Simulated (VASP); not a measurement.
**GaGe: electric field gradients with PBE**

The system is GaGe.

```
Ge Ga
1.0
     0.00000    2.89784    2.89784
     2.89784    0.00000    2.89784
     2.89784    2.89784    0.00000
Ge Ga
1 1
Direct
  0.00000 0.00000 0.00000
  0.25000 0.25000 0.25000
```

| Quantity | Value |
| --- | --- |
| Program | VASP 6.6.1 |
| Task | electric field gradients |
| Functional | PBE |
| Potentials or basis | VASP PAW PBE potentials, release 64 (Ge_d, Ga_d) |
| Cutoff | 520 eV |
| k mesh | 8 × 8 × 8 |
| Occupations | fermi-dirac, width 0.05 eV |
| Spin | no spin polarisation |
| Dipole correction | no |
| Further INCAR settings | ALGO = Normal; EDIFF = 1e-08; NBANDS = 20 |

The pressure is 0.3 GPa.

Levels at points of the mesh, in eV from the Fermi level:
| k point | band 10 | band 11 | band 12 | band 13 | band 14 | band 15 | band 16 | band 17 | band 18 | band 19 |
| --- | --- | --- | --- | --- | --- | --- | --- | --- | --- | --- |
| (0.00, 0.00, 0.00) | -14.29 | -10.53 | 1.69 | 1.69 | 1.69 | 2.06 | 4.37 | 4.37 | 4.37 | 7.69 |
| (0.50, 0.00, 0.00) | -14.29 | -8.58 | -5.37 | 0.38 | 0.38 | 2.06 | 5.35 | 5.35 | 8.20 | 11.43 |
| (0.50, 0.50, 0.00) | -14.28 | -7.52 | -5.81 | -1.25 | -1.25 | 2.33 | 2.43 | 11.02 | 11.02 | 12.24 |

Wall time 15 s on 1 thread of Intel(R) Xeon(R) Platinum 8559C (Emerald Rapids), with other jobs on the host, peak memory 0.18 GiB.

Caveat: without QUAD_EFG the Cq values of the log hold for a quadrupole moment of 1 mb, not for the nuclei.
